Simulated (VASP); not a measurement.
Wanted: the native input for a VASP 6.6.1 run.

| Property | Result |
| --- | --- |
| Task | relaxation of cell and atoms |
| Functional | PBE |
| Potentials or basis | VASP PAW PBE potentials, release 64 (Ge_d, Pd) |
| Cutoff | 600 eV |
| k mesh | 12 × 12 × 12 |
| Occupations | gaussian, width 0.1 eV |
| Spin | no spin polarisation |
| Dipole correction | no |
| Further INCAR settings | ALGO = Normal; EDIFF = 1e-06; IBRION = 2; EDIFFG = -0.01; NSW = 100; ISIF = 3 |

The structure of Ge3Pd lies in POSCAR:

```
Ge3Pd
1.0
    4.1420931547      0.0000000000      0.0000000000
    0.0000000000      4.1420931547      0.0000000000
    0.0000000000      0.0000000000      4.1420931547
Ge Pd
3 1
Direct
    0.0000000000      0.5000000000      0.5000000000
    0.5000000000      0.0000000000      0.5000000000
    0.5000000000      0.5000000000      0.0000000000
    0.0000000000      0.0000000000      0.0000000000
```

One way to write it, as run:

INCAR

```
SYSTEM = Ge3Pd
PREC = Accurate
ENCUT = 600
EDIFF = 1E-6
ISMEAR = 0
SIGMA = 0.1
LREAL = .FALSE.
LASPH = .TRUE.
NELM = 80
ALGO = Normal
ISIF = 3
LWAVE = .FALSE.
LCHARG = .FALSE.
GGA = PE
IBRION = 2
NSW = 100
EDIFFG = -0.01
```

KPOINTS

```
regular mesh
0
G
  12 12 12
  0 0 0
```

Potentials or basis: VASP PAW PBE potentials, release 64 (Ge_d, Pd).

Command:

```console
$ cat potpaw_PBE.64/Ge_d/POTCAR potpaw_PBE.64/Pd/POTCAR > POTCAR
$ mpirun -np 1 vasp_std > vasp.out
```

It gave:

```
Relaxed volume                         : 17.82 Å³/atom
Relaxed cell                           : a = 4.146 Å, b = 4.146 Å, c = 4.146 Å, α = 90.00°, β = 90.00°, γ = 90.00°
Space group after relaxing (to 0.05 Å) : Pm-3m (No. 221)
Energy gained by relaxing              : 0.1 meV/atom
Ionic steps                            : 3
Pressure after relaxing                : 0.1 GPa
Band gap on the k mesh                 : zero (band 26 reaches 8.05 eV, above the bottom of band 27 at 5.93 eV)
```

Run time: 4 min on 1 thread of Intel(R) Xeon(R) Platinum 8488C (Sapphire Rapids) (shared host), peak memory 0.35 GiB.
